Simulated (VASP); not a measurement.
Hg, 3 atoms in the cell. It takes space group P6/mmm (No. 191, hexagonal). Conventional cell: a = 4.510 Å, b = 4.510 Å, c = 3.844 Å, α = 90.00°, β = 90.00°, γ = 120.00°. Within 3.4 Å of Hg (site symmetry -6m2) lie 9 Hg at 2.60 to 3.24 Å. Within 4.3 Å of Hg (site symmetry 6/mmm) lie 14 Hg at 3.24 to 3.84 Å.  This cell differs from its parent crystal: volume scaled by 0.98.

```yaml
Program: VASP 6.6.1
Task: electric field gradients
Functional: PBEsol
Potentials_or_basis: VASP PAW PBE potentials, release 64 (Hg)
Cutoff: 520 eV
k_mesh: 8 × 8 × 9
Occupations: fermi-dirac, width 0.05 eV
Spin: no spin polarisation
Dipole_correction: no
Further_INCAR_settings: ALGO = Normal; EDIFF = 1e-08; NBANDS = 25
```

Potentials or basis: VASP PAW PBE potentials, release 64 (Hg).

The run is started by

```bash
$ cat potpaw_PBE.64/Hg/POTCAR > POTCAR
$ mpirun -np 1 vasp_std > vasp.out
```

Hardware: 1 thread of Intel(R) Xeon(R) Platinum 8259CL CPU @ 2.50GHz (Skylake/Cascade Lake), with other jobs on the host.

Task: How long does it take, and how much memory?

Result: Run time: 72 s on 1 thread of Intel(R) Xeon(R) Platinum 8259CL CPU @ 2.50GHz (Skylake/Cascade Lake), with other jobs on the host, peak memory 0.22 GiB. Counts: scf iterations 14, k points 50.
